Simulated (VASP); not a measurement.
# SiNi3 (Pm-3m) in VASP: notebook, part 3 of 3

VASP 6.6.1. Earlier steps stand in the parts before.

## (5) Single point, PBE, collinear spin, ferromagnetic start (10.44 Å³/atom)

This run uses another cell than the first one, of 10.44 Å³/atom.

Input file INCAR:

```
PREC     = Accurate       # precision mode
ENCUT    = 520            # plane-wave cutoff, eV
EDIFF    = 1E-7           # SCF threshold, eV
ISMEAR   = -1             # smearing method
SIGMA    = 0.05           # smearing width, eV
LREAL    = False          # projectors in reciprocal space
LASPH    = True           # aspherical terms in the spheres
NELM     = 150            # most SCF steps
ALGO     = Normal         # electronic algorithm
ISIF     = 2              # what is computed and relaxed
LWAVE    = False          # write WAVECAR
LCHARG   = True           # write CHGCAR
ISPIN    = 2              # spin polarisation
MAGMOM   = 1 1 1 0        # initial moments
LORBIT   = 11             # projections on sites
LMAXMIX  = 4              # l up to which the mixer works
GGA      = PE             # functional
LELF     = True           # ELF
LVHAR    = True         
NBANDS   = 29             # bands
```

Input file KPOINTS:

```
regular mesh
0
Gamma
  8 8 8
```

Input file POSCAR:

```
SiNi3
1.0
    3.4696939971      0.0000000000      0.0000000000
    0.0000000000      3.4696939971      0.0000000000
    0.0000000000      0.0000000000      3.4696939971
Ni Si
3 1
Direct
    0.5000000000      0.5000000000      0.0000000000
    0.5000000000      0.0000000000      0.5000000000
    0.0000000000      0.5000000000      0.5000000000
    0.0000000000      0.0000000000      0.0000000000
```

Potentials or basis: VASP PAW PBE potentials, release 64 (Ni, Si).

Launch:

```
cat potpaw_PBE.64/Ni/POTCAR potpaw_PBE.64/Si/POTCAR > POTCAR
mpirun -np 1 vasp_std > vasp.out
```

OUTCAR:

```text
PREC = Accurate
   ENCUT = 520
   EDIFF = 1E-7
   ISMEAR = -1
   LREAL = False
   LASPH = True
   NELM = 150
   ISIF = 2
   ISPIN = 2
   LORBIT = 11
   GGA = PE

 ion  position               nearest neighbor table
   1  0.500  0.500  0.000-   2 2.45   3 2.45   4 2.45   2 2.45   3 2.45   2 2.45   4 2.45   2 2.45
                             3 2.45   4 2.45   3 2.45   4 2.45
   2  0.500  0.000  0.500-   1 2.45   3 2.45   4 2.45   1 2.45   4 2.45   1 2.45   3 2.45   1 2.45
                             3 2.45   4 2.45   4 2.45   3 2.45
   3  0.000  0.500  0.500-   1 2.45   2 2.45   4 2.45   1 2.45   4 2.45   2 2.45   4 2.45   4 2.45
                             1 2.45   2 2.45   1 2.45   2 2.45
   4  0.000  0.000  0.000-   1 2.45   2 2.45   3 2.45   2 2.45   3 2.45   1 2.45   3 2.45   3 2.45
                             1 2.45   2 2.45   2 2.45   1 2.45

  LATTYP: Found a simple cubic cell.
 ALAT       =     3.4696939971

  Lattice vectors:

 A1 = (   3.4696939971,   0.0000000000,   0.0000000000)
 A2 = (   0.0000000000,   3.4696939971,   0.0000000000)
 A3 = (   0.0000000000,   0.0000000000,   3.4696939971)

Analysis of symmetry for initial positions (statically):
=====================================================================
 Subroutine PRICEL returns:
 Original cell was already a primitive cell.

 Routine SETGRP: Setting up the symmetry group for a
 simple cubic supercell.

 Subroutine GETGRP returns: Found 48 space group operations
 (whereof 48 operations were pure point group operations)
 out of a pool of 48 trial point group operations.

The static configuration has the point symmetry O_h .

Analysis of symmetry for dynamics (positions and initial velocities):
=====================================================================
 Subroutine PRICEL returns:
 Original cell was already a primitive cell.

 Routine SETGRP: Setting up the symmetry group for a
 simple cubic supercell.

 Subroutine GETGRP returns: Found 48 space group operations
 (whereof 48 operations were pure point group operations)
 out of a pool of 48 trial point group operations.

[... 169 lines left out ...]

 val. band max:       11.0695884817   @ k =   0.1250   0.1250   0.0000
 cond. band min:      11.1436383883   @ k =   0.5000   0.3750   0.3750
 fundamental gap:      0.0740499066
 Fermi energy:        11.1310372549

 spin component 1

 k-point     1 :       0.0000    0.0000    0.0000
  band No.  band energies     occupation
      1      -1.0446      1.00000
      2       6.0575      1.00000
      3       6.8912      1.00000
      4       6.8912      1.00000
      5       7.4310      1.00000
      6       7.4310      1.00000
[... 757 lines left out ...]
     28      26.3251      0.00000
     29      28.5900      0.00000

 [... further k-points ...]

 spin component 2

 k-point     1 :       0.0000    0.0000    0.0000
  band No.  band energies     occupation
      1      -1.0446      1.00000
      2       6.0575      1.00000
      3       6.8912      1.00000
      4       6.8912      1.00000
      5       7.4311      1.00000
      6       7.4311      1.00000
[... 757 lines left out ...]
     28      26.3251      0.00000
     29      28.5899      0.00000

 [... further k-points ...]

------------------------ aborting loop because EDIFF is reached ----------------------------------------

  FORCE on cell =-STRESS in cart. coord.  units (eV):
  Direction    XX          YY          ZZ          XY          YZ          ZX
  --------------------------------------------------------------------------------------
  -------------------------------------------------------------------------------------
  Total        1.8797491      1.8797491      1.8797491     -0.0000000      0.0000000     -0.0000000
  in kB       72.1002785     72.1002785     72.1002785     -0.0000000      0.0000000     -0.0000000
  external PRESSURE =      72.1002785 kB  Pullay stress =       0.0000000 kB

 VOLUME and BASIS-vectors are now :
 -----------------------------------------------------------------------------
  energy-cutoff  :      520.00
  volume of cell :       41.77
      direct lattice vectors                 reciprocal lattice vectors
     3.469693997  0.000000000  0.000000000     0.288209854  0.000000000  0.000000000
     0.000000000  3.469693997  0.000000000     0.000000000  0.288209854  0.000000000
     0.000000000  0.000000000  3.469693997     0.000000000  0.000000000  0.288209854

 POSITION                                       TOTAL-FORCE (eV/Angst)
 -----------------------------------------------------------------------------------
      1.73485      1.73485      0.00000         0.000000      0.000000      0.000000
      1.73485      0.00000      1.73485         0.000000      0.000000      0.000000
      0.00000      1.73485      1.73485         0.000000      0.000000      0.000000
      0.00000      0.00000      0.00000         0.000000      0.000000      0.000000
 -----------------------------------------------------------------------------------
    total drift:                                0.000000      0.000000      0.000000

  FREE ENERGIE OF THE ION-ELECTRON SYSTEM (eV)
  ---------------------------------------------------
  free  energy   TOTEN  =       -23.6585676986 eV

  energy  without entropy=      -23.6409135746  energy(sigma->0) =      -23.64974064

 total charge

# of ion       s       p       d       tot
------------------------------------------
    1        0.499   0.604   8.428   9.531
    2        0.499   0.604   8.428   9.531
    3        0.499   0.604   8.428   9.531
    4        0.730   0.841   0.000   1.571
--------------------------------------------------
tot          2.228   2.652  25.285  30.164

 magnetization (x)

# of ion       s       p       d       tot
------------------------------------------
    1       -0.000  -0.000   0.000   0.000
    2       -0.000  -0.000   0.000   0.000
    3       -0.000  -0.000   0.000   0.000
    4       -0.000  -0.000   0.000  -0.000
--------------------------------------------------
tot         -0.000  -0.000   0.000   0.000
```

OSZICAR:

```text
N       E                     dE             d eps       ncg     rms          rms(c)
DAV:   1     0.208861038718E+03    0.20886E+03   -0.14635E+04  4156   0.155E+03
DAV:   2    -0.127766171341E+02   -0.22164E+03   -0.20521E+03  4070   0.306E+02
DAV:   3    -0.269138480823E+02   -0.14137E+02   -0.13339E+02  4601   0.924E+01
DAV:   4    -0.271695403463E+02   -0.25569E+00   -0.25517E+00  4547   0.121E+01
DAV:   5    -0.271767656881E+02   -0.72253E-02   -0.72247E-02  4929   0.181E+00    0.211E+01
DAV:   6    -0.271618286066E+02    0.14937E-01   -0.24285E+01  4890   0.904E+01    0.177E+01
DAV:   7    -0.237425638912E+02    0.34193E+01   -0.90552E+00  4967   0.503E+01    0.421E+00
DAV:   8    -0.236729414174E+02    0.69622E-01   -0.22459E-01  5131   0.410E+00    0.154E+00
DAV:   9    -0.236606651722E+02    0.12276E-01   -0.13974E-02  5864   0.135E+00    0.632E-01
DAV:  10    -0.236590676152E+02    0.15976E-02   -0.10896E-03  5099   0.309E-01    0.319E-01
DAV:  11    -0.236585362835E+02    0.53133E-03   -0.30947E-04  5469   0.288E-01    0.893E-02
DAV:  12    -0.236585767705E+02   -0.40487E-04   -0.10706E-04  5473   0.110E-01    0.417E-02
DAV:  13    -0.236585726379E+02    0.41325E-05   -0.82058E-06  5061   0.308E-02    0.182E-02
DAV:  14    -0.236585683401E+02    0.42979E-05   -0.16629E-06  5433   0.137E-02    0.785E-03
DAV:  15    -0.236585679854E+02    0.35468E-06   -0.48333E-07  4790   0.845E-03    0.310E-03
DAV:  16    -0.236585677108E+02    0.27460E-06   -0.61128E-08  2529   0.394E-03    0.180E-03
DAV:  17    -0.236585676986E+02    0.12217E-07   -0.29964E-08  2380   0.164E-03
   1 F= -.23658568E+02 E0= -.23649741E+02  d E =-.176541E-01  mag=    -0.0000
```

It took 67 s on 1 thread of AMD EPYC 7R13 (Zen 3), shared host; peak memory 0.18 GiB.

Results:

| Property | Result |
| --- | --- |
| Free energy | -23.6586 eV |
| Pressure | 7.2 GPa |
| Band gap on the k mesh | zero (filled and empty bands overlap) |
| Net moment | 0.00 μB per cell |
| Valence electrons inside the program's atomic spheres | Ni 9.53; Si 1.57 |

Levels at points of the mesh, in eV from the Fermi level:
Spin up:
| k point | band 14 | band 15 | band 16 | band 17 | band 18 | band 19 | band 20 | band 21 |
| --- | --- | --- | --- | --- | --- | --- | --- | --- |
| (0.00, 0.00, 0.00) | -0.65 | -0.65 | -0.31 | 0.03 | 0.03 | 0.03 | 5.12 | 6.48 |
| (0.50, 0.00, 0.00) | -1.35 | -1.20 | -0.58 | 0.03 | 3.72 | 3.72 | 5.35 | 5.35 |
| (0.50, 0.50, 0.00) | -1.49 | -1.16 | -1.06 | -0.99 | 0.68 | 0.68 | 5.78 | 6.49 |
| (0.50, 0.50, 0.50) | -1.30 | -1.30 | -0.46 | -0.22 | -0.22 | -0.22 | 1.34 | 4.16 |
Spin down:
```tsv
k point	band 13	band 14	band 15	band 16	band 17	band 18	band 19	band 20	band 21	band 22
(0.00, 0.00, 0.00)	-0.92	-0.65	-0.65	-0.31	0.03	0.03	0.03	5.12	6.48	6.48
(0.50, 0.00, 0.00)	-1.37	-1.35	-1.20	-0.58	0.03	3.72	3.72	5.35	5.35	5.44
(0.50, 0.50, 0.00)	-1.50	-1.49	-1.16	-1.06	-0.99	0.68	0.68	5.78	6.49	7.79
(0.50, 0.50, 0.50)	-1.51	-1.30	-1.30	-0.46	-0.21	-0.21	-0.21	1.34	4.16	4.16
```

Caveat: the cell stands under pressure.

## (6) Overview

| level | potentials or basis | cell | gap on the mesh (eV) | pressure (GPa) | moment (μB) |
| --- | --- | --- | --- | --- | --- |
| LDA | VASP PAW LDA potentials, release 64 (Ni, Si) | a = 3.565 Å, 4 atoms | none | -22.7 | 0.00 |
| PBEsol | VASP PAW PBE potentials, release 64 (Ni, Si) | a = 3.518 Å, 4 atoms | none | -10.4 | 0.00 |
| PBEsol | VASP PAW PBE potentials, release 64 (Ni, Si) | a = 3.589 Å, 4 atoms | none | -19.9 | 0.00 |
| PBE | VASP PAW PBE potentials, release 64 (Ni, Si) | a = 3.470 Å, 4 atoms | none | 7.2 | 0.00 |

Alike in all rows: task single point; spin collinear, ferromagnetic start; k mesh 8 × 8 × 8; cutoff (eV) 520; smearing fermi-dirac 0.05 eV.

Caveats: the cell stands under tension (at least some runs); the PAW data sets were made with another functional, which shifts forces and pressure a little (at least some runs); the cell stands under pressure (at least some runs).

Absolute energies hang on the potentials; compare differences alone.
